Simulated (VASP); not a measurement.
# V (P6_3/mmc) in VASP: a series of runs

The runs below take V through single point, with PBEsol.

Everything below comes from runs of VASP 6.6.1. Logs are shortened: lines on timing, memory, paths and dates and some standing lists are left out, and cuts for length are marked.

## 1. The cell of the first run

Symmetry: P6_3/mmc, No. 194, hexagonal system. Conventional cell: a = 2.353 Å, b = 2.353 Å, c = 4.282 Å, α = 90.00°, β = 90.00°, γ = 120.00°. V (site symmetry -6m2) has 12 V at 2.35 to 2.54 Å within 3.1 Å.

## 2. Single point, PBEsol

INCAR

```
ALGO = Normal
EDIFF = 1E-6
ENCUT = 520
GGA = PS
ISIF = 2
ISMEAR = -1
LASPH = True
LCHARG = False
LREAL = False
LWAVE = False
NBANDS = 20
NELM = 60
PREC = Accurate
SIGMA = 0.05
```

KPOINTS

```
k-points
0
Gamma
  18 18 10
```

POSCAR

```
V
1.0
    2.3534329215      0.0000000000      0.0000000000
   -1.1767164607      2.0381326961      0.0000000000
    0.0000000000      0.0000000000      4.2822875164
V
2
Direct
    0.3333333333      0.6666666667      0.2500000000
    0.6666666667      0.3333333333      0.7500000000
```

Potentials or basis: VASP PAW PBE potentials, release 64 (V_sv).

Started as:

```
$ cat potpaw_PBE.64/V_sv/POTCAR > POTCAR
$ mpirun -np 1 vasp_std > vasp.out
```

OUTCAR:

```text
EDIFF = 1E-6
   ENCUT = 520
   GGA = PS
   ISIF = 2
   ISMEAR = -1
   LASPH = True
   LREAL = False
   NELM = 60
   PREC = Accurate

 ion  position               nearest neighbor table
   1  0.333  0.667  0.250-   2 2.54   2 2.54   2 2.54   2 2.54   2 2.54   2 2.54
   2  0.667  0.333  0.750-   1 2.54   1 2.54   1 2.54   1 2.54   1 2.54   1 2.54

  LATTYP: Found a hexagonal cell.
 ALAT       =     2.3534329215
 C/A-ratio  =     1.8195919150

  Lattice vectors:

 A1 = (   2.3534329215,   0.0000000000,   0.0000000000)
 A2 = (  -1.1767164607,   2.0381326961,   0.0000000000)
 A3 = (   0.0000000000,   0.0000000000,   4.2822875164)

Analysis of symmetry for initial positions (statically):
=====================================================================
 Subroutine PRICEL returns:
 Original cell was already a primitive cell.

 Routine SETGRP: Setting up the symmetry group for a
 hexagonal supercell.

 Subroutine GETGRP returns: Found 24 space group operations
 (whereof 12 operations were pure point group operations)
 out of a pool of 24 trial point group operations.

The static configuration has the point symmetry D_3d.
 The point group associated with its full space group is D_6h.

Analysis of symmetry for dynamics (positions and initial velocities):
=====================================================================
 Subroutine PRICEL returns:
 Original cell was already a primitive cell.

 Routine SETGRP: Setting up the symmetry group for a
 hexagonal supercell.

 Subroutine GETGRP returns: Found 24 space group operations
 (whereof 12 operations were pure point group operations)
 out of a pool of 24 trial point group operations.

The dynamic configuration has the point symmetry D_3d.
 The point group associated with its full space group is D_6h.

 Subroutine INISYM returns: Found 24 space group operations
 (whereof 12 operations are pure point group operations),
 and found     1 'primitive' translations

----------------------------------------------------------------------------------------

                                     Primitive cell

  volume of cell :      20.5405

  direct lattice vectors                    reciprocal lattice vectors
     2.353432922  0.000000000  0.000000000     0.424911197  0.245322594  0.000000000
    -1.176716461  2.038132696  0.000000000     0.000000000  0.490645188  0.000000000
     0.000000000  0.000000000  4.282287516     0.000000000  0.000000000  0.233520051

  length of vectors
     2.353432922  2.353432921  4.282287516     0.490645188  0.490645188  0.233520051

  position of ions in fractional coordinates (direct lattice)
     0.333333333  0.666666667  0.250000000
     0.666666667  0.333333333  0.750000000

  ion indices of the primitive-cell ions
   primitive index   ion index
                 1           1
                 2           2

----------------------------------------------------------------------------------------

 KPOINTS: k-points

Automatic generation of k-mesh.
 Grid dimensions read from file:
 generate k-points for:   18   18   10

 Generating k-lattice:

  Cartesian coordinates                     Fractional coordinates (reciprocal lattice)
     0.023606178  0.013629033  0.000000000     0.055555556  0.000000000  0.000000000
     0.000000000  0.027258066  0.000000000     0.000000000  0.055555556  0.000000000
     0.000000000  0.000000000  0.023352005     0.000000000  0.000000000  0.100000000

  Length of vectors
     0.027258066  0.027258066  0.023352005

  Shift w.r.t. Gamma in fractional coordinates (k-lattice)
     0.000000000  0.000000000  0.000000000

 Subroutine IBZKPT returns following result:
 ===========================================

 Found    222 irreducible k-points:

 Following reciprocal coordinates:
            Coordinates               Weight
  0.000000  0.000000  0.000000      1.000000
  0.055556 -0.000000  0.000000      6.000000
  0.111111 -0.000000  0.000000      6.000000
  0.166667  0.000000  0.000000      6.000000
  0.222222  0.000000  0.000000      6.000000
  0.277778 -0.000000  0.000000      6.000000
[... 16 lines left out ...]
  0.333333  0.111111  0.000000     12.000000
  0.388889  0.111111  0.000000     12.000000
 [... further k-points ...]
   k-points           NKPTS =    222   k-points in BZ     NKDIM =    222   number of bands    NBANDS=     20
   number of dos      NEDOS =    301   number of ions     NIONS =      2
   total plane-waves  NPLWV =  10368
   dimension x,y,z NGX =    18 NGY =   18 NGZ =   32
   dimension x,y,z NGXF=    36 NGYF=   36 NGZF=   64
   ions per type =               2
   NGX,Y,Z   is equivalent  to a cutoff of  12.72, 12.72, 12.42 a.u.
   NGXF,Y,Z  is equivalent  to a cutoff of  25.43, 25.43, 24.85 a.u.
 SYSTEM =  unknown system
   PREC   = accura    normal or accurate (medium, high low for compatibility)
   ISTART =      0    job   : 0-new  1-cont  2-samecut
   ICHARG =      2    charge: 1-file 2-atom 10-const
   ISPIN  =      1    spin polarized calculation?
   LNONCOLLINEAR =      F non collinear calculations
   LSORBIT =      F    spin-orbit coupling
   LASPH  =      T    aspherical Exc in radial PAW
   ENCUT  =  520.0 eV  38.22 Ry    6.18 a.u.   4.38  4.38  7.96*2*pi/ulx,y,z
   NELM   =     60;   NELMIN=  2; NELMDL= -5     # of ELM steps
   EDIFF  = 0.1E-05   stopping-criterion for ELM
   LREAL  =      F    real-space projection
   EDIFFG = 0.1E-04   stopping-criterion for IOM
   NSW    =      0    number of steps for IOM
   IBRION =     -1    ionic relax: 0-MD 1-quasi-New 2-CG
   NFREE  =      0    steps in history (QN), initial steepest desc. (CG)
   ISIF   =      2    stress and relaxation
   ISYM   =      2    0-nonsym 1-usesym 2-fastsym
   POTIM  = 0.5000    time-step for ionic-motion
   TEBEG  =    0.0;   TEEND  =   0.0 temperature during run
   PSTRESS=    0.0 pullay stress
   NELECT =      26.0000    total number of electrons
   NUPDOWN=      -1.0000    fix difference up-down
   EMIN   =  10.00;   EMAX   =-10.00  energy-range for DOS
   EFERMI =   0.00;   METHOD = LEGACY
   ISMEAR =    -1;   SIGMA  =   0.05  broadening in eV -4-tet -1-fermi 0-gaus
   EFERMI_NEDOS =   21; number of points for ismear=-14 and -15
   IALGO  =     38    algorithm
   IMIX   =      4    mixing-type and parameters
     AMIX     =   0.40;   BMIX     =  1.00
     AMIX_MAG =   1.60;   BMIX_MAG =  1.00
  volume/ion in A,a.u.               =      10.27        69.31
  Fermi-wavevector in a.u.,A,eV,Ry     =   1.770908  3.346530 42.669420  3.136114
  Thomas-Fermi vector in A             =   2.837604
   LORBIT       =      0    0 simple, 1 ext, 2 COOP (PROOUT), +10 PAW based schemes
   GGA     = PS    functional components
   LHFCALC =     F    Hartree Fock is set to
   AEXX    =    0.0000 exact exchange contribution
   IVDW    =     0    specifies the selected vdW correction
   LEPSILON=     F    determine dielectric tensor
   LRPA    =     F    only Hartree local field effects (RPA)
 non-spin polarized calculation
  energy-cutoff  :      520.00
  volume of cell :       20.54
 maximum number of plane-waves:       580
 NGX is ok and might be reduce to    18
   NGX =  9   NGY =  9   NGZ = 15

 number of electron      25.9999986 magnetization

 Free energy of the ion-electron system (eV)
  ---------------------------------------------------
  ext. energy  EPLUGINS =         0.00000000
  ---------------------------------------------------
  free energy    TOTEN  =       -17.50855508 eV

  energy without entropy =      -17.48842252  energy(sigma->0) =      -17.49848880

 E-fermi :  13.8345     XC(G=0): -14.6039

 val. band max:       13.8310174390   @ k =   0.1667   0.1667   0.0000
 cond. band min:      13.8346503023   @ k =   0.3333   0.2222   0.4000
 fundamental gap:      0.0036328633
 Fermi energy:        13.8345023860

 k-point     1 :       0.0000    0.0000    0.0000
  band No.  band energies     occupation
      1     -49.9124      2.00000
      2     -49.5543      2.00000
      3     -24.5177      2.00000
      4     -22.8491      2.00000
      5     -22.5791      2.00000
      6     -22.5791      2.00000
[... 12 lines left out ...]
     19      17.9348      0.00000
     20      17.9348      0.00000

 k-point     2 :       0.0556   -0.0000    0.0000
  band No.  band energies     occupation
      1     -49.8955      2.00000
      2     -49.5419      2.00000
      3     -24.4958      2.00000
      4     -22.8498      2.00000
      5     -22.6461      2.00000
      6     -22.5966      2.00000
[... 12 lines left out ...]
     19      17.9619      0.00000
     20      18.3606      0.00000

 k-point     3 :       0.1111   -0.0000    0.0000
  band No.  band energies     occupation
      1     -49.8463      2.00000
      2     -49.5064      2.00000
      3     -24.4317      2.00000
      4     -22.8524      2.00000
      5     -22.8384      2.00000
      6     -22.7020      2.00000
[... 12 lines left out ...]
     19      18.0212      0.00000
     20      19.3091      0.00000

 k-point     4 :       0.1667    0.0000    0.0000
  band No.  band energies     occupation
      1     -49.7697      2.00000
      2     -49.4521      2.00000
      3     -24.3300      2.00000
      4     -23.1312      2.00000
      5     -22.9880      2.00000
      6     -22.8594      2.00000
[... 12 lines left out ...]
     19      18.0768      0.00000
     20      20.4592      0.00000

 k-point     5 :       0.2222    0.0000    0.0000
  band No.  band energies     occupation
      1     -49.6731      2.00000
      2     -49.3860      2.00000
      3     -24.1983      2.00000
      4     -23.4868      2.00000
      5     -23.3279      2.00000
      6     -22.8740      2.00000
[... 12 lines left out ...]
     19      18.1096      0.00000
     20      21.6881      0.00000
[... 353 lines left out ...]
      6     -22.9819      2.00000
[... 12 lines left out ...]
     19      17.8611      0.00000
     20      23.4574      0.00000

 k-point    22 :       0.2778    0.1111    0.0000
  band No.  band energies     occupation
      1     -49.4336      2.00000
      2     -49.2379      2.00000
      3     -24.1785      2.00000
      4     -24.0112      2.00000
      5     -23.8446      2.00000
      6     -23.0979      2.00000
[... 12 lines left out ...]
     19      18.7522      0.00000
     20      24.6877      0.00000

 k-point    23 :       0.3333    0.1111    0.0000
  band No.  band energies     occupation
      1     -49.3470      2.00000
      2     -49.1943      2.00000
      3     -24.4281      2.00000
      4     -24.2215      2.00000
      5     -23.6990      2.00000
      6     -23.1914      2.00000
[... 12 lines left out ...]
     19      19.7667      0.00000
     20      25.2135      0.00000

 k-point    24 :       0.3889    0.1111    0.0000
  band No.  band energies     occupation
      1     -49.2855      2.00000
      2     -49.1699      2.00000
      3     -24.5892      2.00000
      4     -24.3579      2.00000
      5     -23.5839      2.00000
      6     -23.2516      2.00000
[... 12 lines left out ...]
     19      20.7227      0.00000
     20      24.2364      0.00000

 [... further k-points ...]
[... 5 lines left out ...]
  --------------------------------------------------------------------------------------
  -------------------------------------------------------------------------------------
  Total       10.1562861     10.1562861     10.0826056      0.0000000      0.0000000      0.0000000
  in kB      792.2010354    792.2010354    786.4538756      0.0000000      0.0000000      0.0000000
  external PRESSURE =     790.2853155 kB  Pullay stress =       0.0000000 kB

 VOLUME and BASIS-vectors are now :
 -----------------------------------------------------------------------------
  energy-cutoff  :      520.00
  volume of cell :       20.54
      direct lattice vectors                 reciprocal lattice vectors
     2.353432922  0.000000000  0.000000000     0.424911197  0.245322594  0.000000000
    -1.176716461  2.038132696  0.000000000     0.000000000  0.490645188  0.000000000
     0.000000000  0.000000000  4.282287516     0.000000000  0.000000000  0.233520051

 POSITION                                       TOTAL-FORCE (eV/Angst)
 -----------------------------------------------------------------------------------
     -0.00000      1.35876      1.07057        -0.000000     -0.000000      0.000000
      1.17672      0.67938      3.21172         0.000000      0.000000      0.000000
 -----------------------------------------------------------------------------------
    total drift:                               -0.000000      0.000000     -0.000000

  FREE ENERGIE OF THE ION-ELECTRON SYSTEM (eV)
  ---------------------------------------------------
  free  energy   TOTEN  =       -17.5085550780 eV

  energy  without entropy=      -17.4884225223  energy(sigma->0) =      -17.49848880
```

It took 1.9 min on 1 thread of AMD EPYC 7R43 (Zen 3), shared host; peak memory 0.15 GiB.

What came out:

```yaml
Free_energy: -17.5086 eV
Pressure: 79.0 GPa
Band_gap_on_the_k_mesh: zero (band 13 reaches 16.05 eV, above the bottom of band 14 at 12.88 eV)
```

Caveat: the PAW data sets were made with another functional, which shifts forces and pressure a little.

## 3. Single point, PBEsol

INCAR

```
ALGO = Normal ; EDIFF = 1E-6
ENCUT = 520 ; GGA = PS
ISIF = 2 ; ISMEAR = -1
LASPH = True ; LCHARG = False
LREAL = False ; LWAVE = False
NBANDS = 20 ; NELM = 100
PREC = Accurate ; SIGMA = 0.05
```

KPOINTS is that of step 2.

POSCAR

```
V
1.0
    2.3530921459      0.0000000000      0.0000000000
   -1.1765460729      2.0378375758      0.0000000000
    0.0000000000      0.0000000000      4.2827265310
V
2
Direct
    0.3333333333      0.6666666667      0.2500000000
    0.6666666667      0.3333333333      0.7500000000
```

Potentials or basis: VASP PAW PBE potentials, release 64 (V_sv).

Started as:

```
$ cat potpaw_PBE.64/V_sv/POTCAR > POTCAR
$ mpirun -np 1 vasp_std > vasp.out
```

OUTCAR:

```text
EDIFF = 1E-6
   ENCUT = 520
   GGA = PS
   ISIF = 2
   ISMEAR = -1
   LASPH = True
   LREAL = False
   NELM = 100
   PREC = Accurate

 ion  position               nearest neighbor table
   1  0.333  0.667  0.250-   2 2.54   2 2.54   2 2.54   2 2.54   2 2.54   2 2.54
   2  0.667  0.333  0.750-   1 2.54   1 2.54   1 2.54   1 2.54   1 2.54   1 2.54

  LATTYP: Found a hexagonal cell.
 ALAT       =     2.3530921459
 C/A-ratio  =     1.8200419981

  Lattice vectors:

[... 738 lines left out ...]

 [... further k-points ...]

------------------------ aborting loop because EDIFF is reached ----------------------------------------

  FORCE on cell =-STRESS in cart. coord.  units (eV):
  Direction    XX          YY          ZZ          XY          YZ          ZX
  --------------------------------------------------------------------------------------
  -------------------------------------------------------------------------------------
  Total       10.1685681     10.1685681     10.0837622      0.0000000     -0.0000000     -0.0000000
  in kB      793.3074622    793.3074622    786.6912767      0.0000000     -0.0000000     -0.0000000
  external PRESSURE =     791.1020670 kB  Pullay stress =       0.0000000 kB

 VOLUME and BASIS-vectors are now :
 -----------------------------------------------------------------------------
  energy-cutoff  :      520.00
  volume of cell :       20.54
      direct lattice vectors                 reciprocal lattice vectors
     2.353092146  0.000000000  0.000000000     0.424972733  0.245358122  0.000000000
    -1.176546073  2.037837576  0.000000000     0.000000000  0.490716243  0.000000000
     0.000000000  0.000000000  4.282726531     0.000000000  0.000000000  0.233496113

 POSITION                                       TOTAL-FORCE (eV/Angst)
 -----------------------------------------------------------------------------------
     -0.00000      1.35856      1.07068         0.000000     -0.000000      0.000000
      1.17655      0.67928      3.21204        -0.000000      0.000000      0.000000
 -----------------------------------------------------------------------------------
    total drift:                               -0.000000      0.000000     -0.000000

  FREE ENERGIE OF THE ION-ELECTRON SYSTEM (eV)
  ---------------------------------------------------
  free  energy   TOTEN  =       -17.5066430152 eV

  energy  without entropy=      -17.4865169599  energy(sigma->0) =      -17.49657999
```

stdout:

```text
POSCAR found type information on POSCAR V
 POSCAR found :  1 types and       2 ions
 scaLAPACK will be used
 -----------------------------------------------------------------------------
|                                                                             |
|                                                                             |
|     You enforced a specific xc type in the INCAR file but a different       |
|     I HOPE YOU KNOW WHAT YOU ARE DOING!                                     |
|                                                                             |
 -----------------------------------------------------------------------------

 LDA part: xc-table for (Slater+PW92), standard interpolation
 POSCAR, INCAR and KPOINTS ok, starting setup
 FFT: planning ... GRIDC
 FFT: planning ... GRID_SOFT
 FFT: planning ... GRID
 WAVECAR not read
 entering main loop
```

Run time: 85 s. Hardware: 1 thread of AMD EPYC 7R43 (Zen 3), shared host; peak memory 0.15 GiB.

Results:

* Free energy: -17.5066 eV
* Pressure: 79.1 GPa
* Band gap on the k mesh: zero (band 13 reaches 16.05 eV, above the bottom of band 14 at 12.89 eV)

Caveat: the PAW data sets were made with another functional, which shifts forces and pressure a little.
